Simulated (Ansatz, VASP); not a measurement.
**B10Pt in VASP and in Ansatz**

```
CELL_PARAMETERS angstrom
4.60771 0.00000 0.00000
0.00000 4.60771 0.00000
0.00000 0.00000 4.34794
ATOMIC_POSITIONS crystal
B 0.19290 0.19290 0.20882
B 0.80710 0.80710 0.20882
B 0.80710 0.19290 0.20882
B 0.19290 0.80710 0.20882
B 0.80710 0.19290 0.79118
B 0.19290 0.80710 0.79118
B 0.19290 0.19290 0.79118
B 0.80710 0.80710 0.79118
B 0.50000 0.50000 0.50000
B 0.00000 0.00000 0.50000
Pt 0.50000 0.50000 0.00000
```

Alike in both runs: functional PBE; k mesh 4 × 4 × 4; occupations gaussian, width 0.1 eV; no spin polarisation.

Ansatz relaxed the structure, and its values are those at the end. VASP's run is a single point on that final structure, the one shown.

|  | VASP | Ansatz |
| --- | --- | --- |
| version | VASP 6.6.1 | Ansatz 0.2.0 |
| potentials or method | VASP PAW PBE potentials, release 64 (B, Pt), cutoff 520 eV | scalar-relativistic, plane waves, PAW |
| valence electrons in the cell | 40 | 48 |

VASP gave:

| Quantity | Value |
| --- | --- |
| gap on the k mesh at the Fermi level (eV) | none |
| pressure (GPa) | -0.1 |
| rms of the force components (eV/Å) | 0.030 |

Question: Which values does Ansatz return?

Answer: gap on the k mesh at the Fermi level (eV): none; pressure (GPa): 0.0; rms of the force components (eV/Å): 0.023.

A gap of «none» marks a metal or a gap that the smearing closes. The functional is the same, so the differences come from potentials, cutoffs and numerics. VASP's potentials hold 40 valence electrons a cell and Ansatz's 48, so a difference there can come from the potentials and not from the codes.

The k mesh is coarse, so the values compare programs but aren't converged. Neither program's run includes spin-orbit coupling.
